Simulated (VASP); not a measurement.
**CrCuO2: single point with PBE**

CrCuO2:

```
Cr Cu O
1.0
     1.50627    0.86964    5.70422
    -1.50627    0.86964    5.70422
     0.00000   -1.73929    5.70422
Cr Cu O
1 1 2
Direct
  0.50000 0.50000 0.50000
  0.00000 0.00000 0.00000
  0.10843 0.10843 0.10843
  0.89157 0.89157 0.89157
```

```json
{
 "Program": "VASP 6.6.1",
 "Task": "single point",
 "Functional": "PBE",
 "Potentials or basis": "VASP PAW PBE potentials, release 64 (Cr_pv, Cu, O)",
 "Cutoff": "600 eV",
 "k mesh": "14 × 14 × 14",
 "Occupations": "gaussian, width 0.05 eV",
 "Spin": "collinear spin, ferrimagnetic start",
 "Starting moments": "[4.0, -1.0, 0.0, 0.0] μB",
 "Dipole correction": "no",
 "Further INCAR settings": "ALGO = Normal; EDIFF = 1e-06; NBANDS = 30"
}
```

| Quantity | Value |
| --- | --- |
| Pressure | 0.5 GPa |
| Largest force | 0.023 eV/Å |
| Band gap on the k mesh | 1.10 eV (least direct gap 1.30 eV) |
| Net moment | 3.00 μB per cell |
| Site moments | Cr +2.84; Cu +0.03; O -0.01 μB |
| Valence electrons inside the program's atomic spheres | Cr 10.69; Cu 9.95; O 5.04 |

Forces in eV/Å, atoms in the order of the input:
```
Cr   0.000  0.000  0.000
Cu   0.000  0.000  0.000
O    0.000  0.000  0.023
O    0.000  0.000 -0.023
```

Stress tensor (GPa, compression positive):
```
0.24 0.00 0.00
0.00 0.24 0.00
0.00 0.00 1.05
```

Levels at points of the mesh, in eV from the valence-band top:
Spin up:
```tsv
k point	band 17	band 18	band 19	band 20	band 21	band 22
(0.00, 0.00, 0.00)	-1.15	-1.15	-0.73	2.07	2.87	2.87
(0.50, 0.00, 0.00)	-0.60	-0.59	-0.41	2.18	2.59	2.89
(0.50, 0.50, 0.00)	-0.59	-0.56	-0.16	2.08	2.78	2.80
(0.50, 0.50, 0.50)	-1.08	-1.08	-0.23	2.67	2.67	3.16
```
Spin down:
```
           k point  band 14  band 15  band 16  band 17  band 18  band 19
(0.00, 0.00, 0.00)    -2.07    -1.70    -1.70     1.46     1.89     1.89
(0.50, 0.00, 0.00)    -1.48    -1.40    -0.56     1.22     2.66     2.77
(0.50, 0.50, 0.00)    -1.63    -1.48    -0.76     1.79     2.75     2.78
(0.50, 0.50, 0.50)    -2.06    -1.08    -1.08     1.88     1.88     2.69
```

Wall time 8.9 min on 4 MPI ranks on Intel(R) Xeon(R) Platinum 8259CL CPU @ 2.50GHz (Skylake/Cascade Lake), on a shared host, peak memory 0.97 GiB a rank.

A k mesh can miss the band edges.
